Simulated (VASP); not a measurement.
Crystal: BP (l.bA).

```xyz
2
Lattice="0.0000 2.2600 2.2600 2.2600 0.0000 2.2600 2.2600 2.2600 0.0000" Properties=species:S:1:pos:R:3 pbc="T T T"
B     0.0000    0.0000    0.0000
P     1.1300    1.1300    1.1300
```

| Item | Value |
| --- | --- |
| Program | VASP 6.6.1 |
| Task | relaxation of cell and atoms |
| Functional | LDA |
| Potentials or basis | VASP PAW LDA potentials, release 64 (B, P) |
| Cutoff | 500 eV |
| k mesh | 10 × 10 × 10 |
| Occupations | gaussian, width 0.02 eV |
| Spin | no spin polarisation |

At the start: pressure -3.4 GPa; volume 11.54 Å³/atom.

Task: Where does the relaxation end?

Result: Over 3 steps the energy falls by 2.5 meV/atom and the volume is 11.31 Å³/atom (-2.0 %); space group F-43m (No. 216, to 0.05 Å).

The path:
```csv
step,energy change (eV),largest force (eV/Å),pressure (GPa),volume (Å³)
1,0.0000,0.0000,-3.42,23.09
2,-0.0020,0.0000,2.82,22.27
3,-0.0050,0.0000,-0.01,22.62
```

Final structure:
```
CELL_PARAMETERS angstrom
0.00000 2.24481 2.24481
2.24481 0.00000 2.24481
2.24481 2.24481 0.00000
ATOMIC_POSITIONS crystal
B 0.00000 0.00000 0.00000
P 0.25000 0.25000 0.25000
```
